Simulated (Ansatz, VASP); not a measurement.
**Mo3W: VASP beside Ansatz**

```
Mo W
1.0
    -1.89132    1.89132    4.22476
     1.89132   -1.89132    4.22476
     1.89132    1.89132   -4.22476
Mo W
3 1
Direct
  0.50000 0.50000 0.00000
  0.25000 0.75000 0.50000
  0.75000 0.25000 0.50000
  0.00000 0.00000 0.00000
```

Alike in both runs: task single point; functional PBE; k mesh 6 × 6 × 6; occupations gaussian, width 0.1 eV; no spin polarisation.

|  | VASP | Ansatz |
| --- | --- | --- |
| version | VASP 6.6.1 | Ansatz 0.2.0 |
| potentials or method | VASP PAW PBE potentials, release 64 (Mo_sv, W_sv), cutoff 520 eV | scalar-relativistic, plane waves, PAW |
| valence electrons in the cell | 56 | 56 |

|  | VASP | Ansatz | Ansatz less VASP |
| --- | --- | --- | --- |
| gap on the k mesh at the Fermi level (eV) | none | none | - |
| pressure (GPa) | 20.3 | 19.6 | -0.70 |
| traceless stress, the component that is largest in VASP (GPa) | 6.70 | 6.72 | +0.017 |

A gap of «none» marks a metal or a gap that the smearing closes.

The k mesh is coarse, so the values compare programs but aren't converged. Spin-orbit coupling is off throughout.
